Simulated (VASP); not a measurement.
# CoO (Cm) in VASP: notebook

CoO is run at these levels: PBE; tasks: single point.

All numbers are computed with VASP 6.6.1; they aren't measurements. Logs are shortened: lines on timing, memory, paths and dates and some standing lists are left out, and cuts for length are marked.

**1. The cell of the first run**

It takes space group Cm (No. 8, monoclinic). Conventional cell: a = 4.932 Å, b = 3.090 Å, c = 2.910 Å, α = 90.00°, β = 120.98°, γ = 90.00°. Co (site symmetry m) has 6 O at 1.80 to 2.47 Å within 2.5 Å. Within 2.5 Å of O (site symmetry m) lie 6 Co at 1.80 to 2.47 Å.

**2. Single point, PBE, collinear spin, ferromagnetic start (atoms displaced along a vibrational mode)**

Contents of INCAR:

```
PREC = Accurate ; ENCUT = 520
EDIFF = 1E-7 ; ISMEAR = 0
SIGMA = 0.15 ; LREAL = F
LASPH = T ; NELM = 150
ALGO = Normal ; ISIF = 2
LWAVE = F ; LCHARG = F
ISPIN = 2 ; MAGMOM = 2.7 0.34
LORBIT = 11 ; LMAXMIX = 4
GGA = PE ; NBANDS = 18
```

Contents of KPOINTS:

```
regular mesh
0
Gamma
  18 18 18
```

Contents of POSCAR:

```
CoO
1.0
    1.5451331124      0.8920830184      2.2990762412
   -1.5451331124      0.8920830184      2.2990762412
    0.0000000000     -1.7841660368      2.2990762412
Co O
1 1
Direct
    0.0160274127      0.0160274127     -0.0320548253
    0.4409621464      0.4409621464      0.6180757073
```

Potentials or basis: VASP PAW PBE potentials, release 64 (Co, O).

Launch:

```sh
$ cat potpaw_PBE.64/Co/POTCAR potpaw_PBE.64/O/POTCAR > POTCAR
$ mpirun -np 1 vasp_std > vasp.out
```

OUTCAR:

```text
PREC = Accurate
   ENCUT = 520
   EDIFF = 1E-7
   ISMEAR = 0
   LREAL = F
   LASPH = T
   NELM = 150
   ISIF = 2
   ISPIN = 2
   LORBIT = 11
   GGA = PE

 ion  position               nearest neighbor table
   1  0.016  0.016  0.968-   2 1.80   2 1.99   2 1.99   2 2.32   2 2.32   2 2.47
   2  0.441  0.441  0.618-   1 1.80   1 1.99   1 1.99   1 2.32   1 2.32   1 2.47

  LATTYP: Found a trigonal (rhomboedric) cell.
 ALAT       =     2.9101546367
 COS(alpha) =     0.4361940412

  Lattice vectors:

 A1 = (   1.5451331124,   0.8920830184,   2.2990762412)
 A2 = (  -1.5451331124,   0.8920830184,   2.2990762412)
 A3 = (   0.0000000000,  -1.7841660368,   2.2990762412)

Analysis of symmetry for initial positions (statically):
=====================================================================
 Subroutine PRICEL returns:
 Original cell was already a primitive cell.

 Routine SETGRP: Setting up the symmetry group for a
 trigonal (rhombohedral) supercell.

 Subroutine GETGRP returns: Found  2 space group operations
 (whereof  2 operations were pure point group operations)
 out of a pool of 12 trial point group operations.

The static configuration has the point symmetry C_1h.

Analysis of symmetry for dynamics (positions and initial velocities):
=====================================================================
 Subroutine PRICEL returns:
 Original cell was already a primitive cell.

 Routine SETGRP: Setting up the symmetry group for a
 trigonal (rhombohedral) supercell.

 Subroutine GETGRP returns: Found  2 space group operations
 (whereof  2 operations were pure point group operations)
 out of a pool of 12 trial point group operations.

The dynamic configuration has the point symmetry C_1h.

Analysis of structural, dynamic, and magnetic symmetry:
=====================================================================
 Subroutine PRICEL returns:
 Original cell was already a primitive cell.

 Routine SETGRP: Setting up the symmetry group for a
 trigonal (rhombohedral) supercell.

 Subroutine GETGRP returns: Found  2 space group operations
 (whereof  2 operations were pure point group operations)
 out of a pool of 12 trial point group operations.

The overall configuration has the point symmetry C_1h.

 Subroutine INISYM returns: Found  2 space group operations
 (whereof  2 operations are pure point group operations),
 and found     1 'primitive' translations

----------------------------------------------------------------------------------------

                                     Primitive cell

  volume of cell :      19.0141

  direct lattice vectors                    reciprocal lattice vectors
     1.545133112  0.892083018  2.299076241     0.323596715  0.186828651  0.144985767
    -1.545133112  0.892083018  2.299076241    -0.323596715  0.186828651  0.144985767
     0.000000000 -1.784166037  2.299076241     0.000000000 -0.373657301  0.144985767

  length of vectors
     2.910154637  2.910154637  2.910154637     0.400800015  0.400800015  0.400800015

  position of ions in fractional coordinates (direct lattice)
     0.016027413  0.016027413  0.967945175
     0.440962146  0.440962146  0.618075707

  ion indices of the primitive-cell ions
   primitive index   ion index
                 1           1
                 2           2

----------------------------------------------------------------------------------------

 KPOINTS: regular mesh

Automatic generation of k-mesh.
 Grid dimensions read from file:
 generate k-points for:   18   18   18

 Generating k-lattice:

  Cartesian coordinates                     Fractional coordinates (reciprocal lattice)
     0.017977595  0.010379369  0.008054765     0.055555556  0.000000000  0.000000000
    -0.017977595  0.010379369  0.008054765     0.000000000  0.055555556  0.000000000
     0.000000000 -0.020758739  0.008054765     0.000000000  0.000000000  0.055555556

  Length of vectors
     0.022266667  0.022266667  0.022266667

  Shift w.r.t. Gamma in fractional coordinates (k-lattice)
     0.000000000  0.000000000  0.000000000

 Subroutine IBZKPT returns following result:
 ===========================================

 Found   1550 irreducible k-points:

 Following reciprocal coordinates:
            Coordinates               Weight
  0.000000  0.000000  0.000000      1.000000
  0.055556  0.000000  0.000000      4.000000
  0.000000  0.000000  0.055556      2.000000
  0.111111  0.000000  0.000000      4.000000
  0.000000  0.000000  0.111111      2.000000
  0.166667  0.000000  0.000000      4.000000
[... 16 lines left out ...]
 -0.111111 -0.000000 -0.055556      4.000000
  0.055556  0.000000  0.111111      4.000000
 [... further k-points ...]
   k-points           NKPTS =   1550   k-points in BZ     NKDIM =   1550   number of bands    NBANDS=     18
   number of dos      NEDOS =    301   number of ions     NIONS =      2
   total plane-waves  NPLWV =  13824
   dimension x,y,z NGX =    24 NGY =   24 NGZ =   24
   dimension x,y,z NGXF=    48 NGYF=   48 NGZF=   48
   ions per type =               1   1
   NGX,Y,Z   is equivalent  to a cutoff of  13.71, 13.71, 13.71 a.u.
   NGXF,Y,Z  is equivalent  to a cutoff of  27.42, 27.42, 27.42 a.u.
 SYSTEM =  unknown system
   PREC   = accura    normal or accurate (medium, high low for compatibility)
   ISTART =      0    job   : 0-new  1-cont  2-samecut
   ICHARG =      2    charge: 1-file 2-atom 10-const
   ISPIN  =      2    spin polarized calculation?
   LNONCOLLINEAR =      F non collinear calculations
   LSORBIT =      F    spin-orbit coupling
   LASPH  =      T    aspherical Exc in radial PAW
   ENCUT  =  520.0 eV  38.22 Ry    6.18 a.u.   5.41  5.41  5.41*2*pi/ulx,y,z
   NELM   =    150;   NELMIN=  2; NELMDL= -5     # of ELM steps
   EDIFF  = 0.1E-06   stopping-criterion for ELM
   LREAL  =      F    real-space projection
   EDIFFG = 0.1E-05   stopping-criterion for IOM
   NSW    =      0    number of steps for IOM
   IBRION =     -1    ionic relax: 0-MD 1-quasi-New 2-CG
   NFREE  =      0    steps in history (QN), initial steepest desc. (CG)
   ISIF   =      2    stress and relaxation
   ISYM   =      2    0-nonsym 1-usesym 2-fastsym
   POTIM  = 0.5000    time-step for ionic-motion
   TEBEG  =    0.0;   TEEND  =   0.0 temperature during run
   PSTRESS=    0.0 pullay stress
[... 14 lines left out ...]
   GGA     = PE    functional components
   LHFCALC =     F    Hartree Fock is set to
   AEXX    =    0.0000 exact exchange contribution
   IVDW    =     0    specifies the selected vdW correction
   LEPSILON=     F    determine dielectric tensor
   LRPA    =     F    only Hartree local field effects (RPA)
 spin polarized calculation
 Gauss-broadening in eV      SIGMA  =   0.15
  energy-cutoff  :      520.00
  volume of cell :       19.01
 maximum number of plane-waves:       528
 NGX is ok and might be reduce to    24
   NGX = 11   NGY = 11   NGZ = 11

 number of electron      14.9999999 magnetization       2.7491698

 Free energy of the ion-electron system (eV)
  ---------------------------------------------------
  ext. energy  EPLUGINS =         0.00000000
  ---------------------------------------------------
  free energy    TOTEN  =       -12.80444760 eV

  energy without entropy =      -12.76846941  energy(sigma->0) =      -12.78645851

 E-fermi :   8.2146     XC(G=0): -12.4447

 val. band max:        8.2145238113   @ k =   0.1667  -0.0000  -0.1111
 cond. band min:       8.2146443389   @ k =  -0.3333   0.1667   0.1667
 fundamental gap:      0.0001205276
 Fermi energy:         8.2145730146

 spin component 1

 k-point     1 :       0.0000    0.0000    0.0000
  band No.  band energies     occupation
      1     -12.4926      1.00000
      2       2.6857      1.00000
      3       2.8958      1.00000
      4       3.3380      1.00000
      5       5.3570      1.00000
      6       5.3833      1.00000
[... 10 lines left out ...]
     17      31.6336      0.00000
     18      32.6913      0.00000

 k-point     2 :       0.0556    0.0000    0.0000
  band No.  band energies     occupation
      1     -12.4634      1.00000
      2       2.5027      1.00000
      3       2.9310      1.00000
      4       3.3757      1.00000
      5       5.3322      1.00000
      6       5.3655      1.00000
[... 10 lines left out ...]
     17      31.1134      0.00000
     18      33.3125      0.00000

 k-point     3 :       0.0000    0.0000    0.0556
  band No.  band energies     occupation
      1     -12.4633      1.00000
      2       2.6235      1.00000
      3       2.8481      1.00000
      4       3.2516      1.00000
      5       5.3619      1.00000
      6       5.4030      1.00000
[... 412 lines left out ...]
 k-point    23 :      -0.1111   -0.0000   -0.0556
  band No.  band energies     occupation
      1     -12.3843      1.00000
      2       2.1980      1.00000
      3       2.9461      1.00000
      4       3.4218      1.00000
      5       5.1793      1.00000
      6       5.3837      1.00000
[... 10 lines left out ...]
     17      31.8699      0.00000
     18      33.7378      0.00000

 k-point    24 :       0.0556    0.0000    0.1111
  band No.  band energies     occupation
      1     -12.3841      1.00000
      2       2.3809      1.00000
      3       2.8187      1.00000
      4       3.1264      1.00000
      5       5.3122      1.00000
      6       5.4589      1.00000
[... 10 lines left out ...]
     17      32.0103      0.00000
     18      33.9742      0.00000

 [... further k-points ...]

 Fermi energy:         8.2145730146

 spin component 2

 k-point     1 :       0.0000    0.0000    0.0000
  band No.  band energies     occupation
      1     -11.9807      1.00000
      2       3.8535      1.00000
      3       3.9526      1.00000
      4       4.4887      1.00000
      5       7.1470      1.00000
      6       7.4711      1.00000
[... 10 lines left out ...]
     17      32.5044      0.00000
     18      33.4335      0.00000

 k-point     2 :       0.0556    0.0000    0.0000
  band No.  band energies     occupation
      1     -11.9507      1.00000
      2       3.5998      1.00000
      3       4.0295      1.00000
      4       4.5021      1.00000
      5       7.1261      1.00000
      6       7.4697      1.00000
[... 10 lines left out ...]
     17      31.8903      0.00000
     18      34.0361      0.00000

 k-point     3 :       0.0000    0.0000    0.0556
  band No.  band energies     occupation
      1     -11.9508      1.00000
      2       3.7697      1.00000
      3       3.9148      1.00000
      4       4.3775      1.00000
      5       7.1751      1.00000
      6       7.4629      1.00000
[... 412 lines left out ...]
 k-point    23 :      -0.1111   -0.0000   -0.0556
  band No.  band energies     occupation
      1     -11.8690      1.00000
      2       3.2254      1.00000
      3       4.0469      1.00000
      4       4.4780      1.00000
      5       7.0806      1.00000
      6       7.4343      1.00000
[... 10 lines left out ...]
     17      32.5467      0.00000
     18      34.4851      0.00000

 k-point    24 :       0.0556    0.0000    0.1111
  band No.  band energies     occupation
      1     -11.8692      1.00000
      2       3.4492      1.00000
      3       3.9222      1.00000
      4       4.1958      1.00000
      5       7.2139      1.00000
      6       7.4276      1.00000
[... 10 lines left out ...]
     17      32.6619      0.00000
     18      34.7444      0.00000

 [... further k-points ...]

------------------------ aborting loop because EDIFF is reached ----------------------------------------

  FORCE on cell =-STRESS in cart. coord.  units (eV):
  Direction    XX          YY          ZZ          XY          YZ          ZX
  --------------------------------------------------------------------------------------
  -------------------------------------------------------------------------------------
  Total        0.7369043      2.0258599      2.2752980      0.0000000      2.0050632      0.0000000
  in kB       62.0934643    170.7041932    191.7224913      0.0000000    168.9518082      0.0000000
  external PRESSURE =     141.5067162 kB  Pullay stress =       0.0000000 kB

 VOLUME and BASIS-vectors are now :
 -----------------------------------------------------------------------------
  energy-cutoff  :      520.00
  volume of cell :       19.01
      direct lattice vectors                 reciprocal lattice vectors
     1.545133112  0.892083018  2.299076241     0.323596715  0.186828651  0.144985767
    -1.545133112  0.892083018  2.299076241    -0.323596715  0.186828651  0.144985767
     0.000000000 -1.784166037  2.299076241     0.000000000 -0.373657301  0.144985767

 POSITION                                       TOTAL-FORCE (eV/Angst)
 -----------------------------------------------------------------------------------
      0.00000     -1.69838      2.29908         0.000000     -1.702117     -1.085765
      0.00000     -0.31600      3.44861         0.000000      1.702117      1.085765
 -----------------------------------------------------------------------------------
    total drift:                                0.000000      0.000313      0.000178

  FREE ENERGIE OF THE ION-ELECTRON SYSTEM (eV)
  ---------------------------------------------------
  free  energy   TOTEN  =       -12.8044476007 eV

  energy  without entropy=      -12.7684694094  energy(sigma->0) =      -12.78645851

 total charge

# of ion       s       p       d       tot
------------------------------------------
    1        0.344   0.444   7.255   8.043
    2        1.562   3.448   0.000   5.010
--------------------------------------------------
tot          1.906   3.892   7.255  13.053

 magnetization (x)

# of ion       s       p       d       tot
------------------------------------------
    1        0.018   0.039   2.315   2.372
    2        0.027   0.274   0.000   0.301
--------------------------------------------------
tot          0.045   0.313   2.315   2.673
```

Run time: 36 min. Hardware: 1 thread of Oxide Virtual Turin-like, shared host; peak memory 0.8 GiB.

What came out:

```
Free energy                                           : -12.8044 eV
Pressure                                              : 14.2 GPa
Largest force                                         : 2.019 eV/Å
Net moment                                            : 2.75 μB per cell
Site moments                                          : Co +2.37; O +0.30 μB
Valence electrons inside the program's atomic spheres : Co 8.04; O 5.01
```

Forces on the atoms (eV/Å):
```
Co   0.000 -1.702 -1.086
O    0.000  1.702  1.086
```

Stress tensor (GPa, compression positive):
```
 6.21  0.00  0.00
 0.00 17.07 16.90
 0.00 16.90 19.17
```

Levels at points of the mesh, in eV from the Fermi level:
Spin up:
```csv
k point,band 5,band 6,band 7,band 8,band 9,band 10,band 11,band 12,band 13,band 14
"(0.00, 0.00, 0.00)",-2.86,-2.83,-1.39,-1.37,-0.71,0.79,15.40,16.86,18.09,19.79
"(0.50, 0.00, 0.00)",-2.61,-2.22,-1.78,-0.68,0.07,5.93,8.40,14.50,15.23,20.42
"(0.00, 0.00, 0.50)",-2.29,-2.19,-1.72,0.33,0.53,5.47,8.21,13.44,15.17,21.07
"(0.50, 0.50, 0.00)",-2.98,-2.36,-2.30,-2.01,-1.91,5.38,10.61,11.39,15.31,17.62
"(0.50, 0.00, 0.50)",-2.58,-2.14,-2.00,-1.89,-1.63,5.28,9.89,11.18,16.57,17.30
"(0.50, 0.50, 0.50)",-2.51,-2.17,-1.51,-0.69,-0.18,5.29,9.67,12.86,13.81,18.85
```
Spin down:
| k point | band 2 | band 3 | band 4 | band 5 | band 6 | band 7 | band 8 | band 9 | band 10 | band 11 |
| --- | --- | --- | --- | --- | --- | --- | --- | --- | --- | --- |
| (0.00, 0.00, 0.00) | -4.36 | -4.26 | -3.73 | -1.07 | -0.74 | 0.37 | 0.80 | 1.31 | 1.66 | 15.55 |
| (0.50, 0.00, 0.00) | -7.96 | -5.05 | -4.38 | -0.51 | -0.04 | 0.07 | 1.47 | 2.39 | 6.58 | 9.24 |
| (0.00, 0.00, 0.50) | -7.83 | -5.34 | -5.15 | -0.28 | -0.27 | 0.54 | 2.70 | 2.84 | 5.89 | 9.07 |
| (0.50, 0.50, 0.00) | -6.67 | -4.75 | -4.32 | -1.51 | 0.08 | 0.17 | 0.49 | 0.68 | 6.15 | 11.34 |
| (0.50, 0.00, 0.50) | -6.69 | -5.30 | -4.56 | -0.94 | 0.05 | 0.23 | 0.71 | 1.03 | 6.15 | 10.49 |
| (0.50, 0.50, 0.50) | -7.69 | -5.27 | -4.86 | -0.23 | -0.05 | 0.33 | 1.40 | 2.17 | 6.01 | 10.56 |

Caveat: the cell differs from its parent crystal (atoms displaced along a vibrational mode); the cell stands under pressure; a cell with one magnetic atom can't hold antiferromagnetic order, which such compounds often take; semilocal functionals often make such compounds metallic where correlation or magnetic order opens a gap, which also shifts bond lengths; forces of over 1 eV/Å act on the atoms, so gaps and moduli don't describe the material at rest.

**3. Single point, PBE, collinear spin, ferromagnetic start (atoms displaced along a vibrational mode)**

Contents of INCAR:

```
ALGO = Normal ; EDIFF = 1E-6
ENCUT = 520 ; GGA = PE
ISIF = 2 ; ISMEAR = 0
ISPIN = 2 ; LASPH = T
LCHARG = T ; LELF = T
LMAXMIX = 4 ; LORBIT = 11
LREAL = F ; LVHAR = T
LWAVE = F ; MAGMOM = 2.7 0.34
NBANDS = 18 ; NELM = 150
PREC = Accurate ; SIGMA = 0.15
```

Contents of KPOINTS:

```
k-points
0
Gamma
  18 18 18
```

Contents of POSCAR:

```
CoO
1.0
    1.5451331124      0.8920830184      2.2990762412
   -1.5451331124      0.8920830184      2.2990762412
    0.0000000000     -1.7841660368      2.2990762412
Co O
1 1
Direct
    0.0170587950      0.0170587950      0.0410999140
    0.4371629929      0.4371629929      0.3486062125
```

Potentials or basis: VASP PAW PBE potentials, release 64 (Co, O).

Launch:

```sh
$ cat potpaw_PBE.64/Co/POTCAR potpaw_PBE.64/O/POTCAR > POTCAR
$ mpirun -np 1 vasp_std > vasp.out
```

It took 42 min on 1 thread of Oxide Virtual Turin-like, shared host; peak memory 0.79 GiB.

It converged, with:

| Item | Value |
| --- | --- |
| Free energy | -12.3903 eV |
| Pressure | 33.4 GPa |
| Largest force | 2.344 eV/Å |
| Net moment | 2.43 μB per cell |
| Site moments | Co +2.09; O +0.27 μB |
| Valence electrons inside the program's atomic spheres | Co 8.35; O 5.06 |

Forces in eV/Å, atoms in the order of the input:
```
Co   0.000  2.246 -0.672
O    0.000 -2.246  0.672
```

Stress tensor (GPa, compression positive):
```
67.64  0.00  0.00
 0.00 14.15 -7.75
 0.00 -7.75 18.34
```

Levels at points of the mesh, in eV from the Fermi level:
Spin up:
```tsv
k point	band 6	band 7	band 8	band 9	band 10	band 11	band 12	band 13
(0.00, 0.00, 0.00)	-2.71	-2.12	0.10	0.41	1.94	15.53	16.78	17.84
(0.50, 0.00, 0.00)	-3.06	-2.32	-1.31	-0.81	6.33	8.44	15.46	16.83
(0.00, 0.00, 0.50)	-3.18	-2.40	-0.95	-0.20	6.31	8.66	15.85	16.32
(0.50, 0.50, 0.00)	-2.13	-1.78	-1.17	-0.64	5.53	9.74	10.44	15.37
(0.50, 0.00, 0.50)	-2.22	-1.76	-1.65	-0.61	4.61	9.67	11.11	15.60
(0.50, 0.50, 0.50)	-1.91	-1.82	0.76	0.85	6.16	8.35	12.62	13.32
```
Spin down:
| k point | band 4 | band 5 | band 6 | band 7 | band 8 | band 9 |
| --- | --- | --- | --- | --- | --- | --- |
| (0.00, 0.00, 0.00) | -3.29 | -1.46 | -1.11 | -0.72 | 1.69 | 2.27 |
| (0.50, 0.00, 0.00) | -3.67 | -1.63 | -1.02 | -0.30 | 0.62 | 1.03 |
| (0.00, 0.00, 0.50) | -3.26 | -1.53 | -1.46 | 0.00 | 0.85 | 1.73 |
| (0.50, 0.50, 0.00) | -5.84 | -0.20 | -0.19 | 0.19 | 0.89 | 1.11 |
| (0.50, 0.00, 0.50) | -5.62 | -0.79 | -0.21 | 0.25 | 0.50 | 1.09 |
| (0.50, 0.50, 0.50) | -6.41 | -0.28 | -0.15 | 0.26 | 2.62 | 2.84 |

Caveat: the cell differs from its parent crystal (atoms displaced along a vibrational mode); the cell stands under pressure; a cell with one magnetic atom can't hold antiferromagnetic order, which such compounds often take; semilocal functionals often make such compounds metallic where correlation or magnetic order opens a gap, which also shifts bond lengths; forces of over 1 eV/Å act on the atoms, so gaps and moduli don't describe the material at rest.
